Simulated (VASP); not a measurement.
Al3GaN4, 8 atoms in the cell. The structure is cubic, space group P-43m (No. 215). Conventional cell: a = 4.370 Å, b = 4.370 Å, c = 4.370 Å, α = 90.00°, β = 90.00°, γ = 90.00°. Within 2.5 Å of Al (site symmetry -42m) lie 4 N at 1.88 Å. Within 2.6 Å of Ga (site symmetry -43m) lie 4 N at 1.93 Å. Within 2.5 Å of N (site symmetry 3m) lie 3 Al at 1.88 Å and 1 Ga at 1.93 Å. 

* Program: VASP 6.6.1
* Task: single point
* Functional: LDA
* Potentials or basis: VASP PAW LDA potentials, release 64 (Al, Ga_d, N)
* Cutoff: 520 eV
* k mesh: 6 × 6 × 6
* Occupations: gaussian, width 0.01 eV
* Spin: no spin polarisation
* Dipole correction: no
* Further INCAR settings: ALGO = Normal; EDIFF = 1e-07; NBANDS = 31

Potentials or basis: VASP PAW LDA potentials, release 64 (Al, Ga_d, N).

The run is started by

```sh
$ cat potpaw_LDA.64/Al/POTCAR potpaw_LDA.64/Ga_d/POTCAR potpaw_LDA.64/N/POTCAR > POTCAR
$ mpirun -np 1 vasp_std > vasp.out
```

Hardware: 1 thread of Intel(R) Xeon(R) 6975P-C (Granite Rapids), on a shared host.

How long does it take, and how much memory?

It took 31 s on 1 thread of Intel(R) Xeon(R) 6975P-C (Granite Rapids), with other jobs on the host, peak memory 0.19 GiB. Counts: scf iterations 15, k points 20.
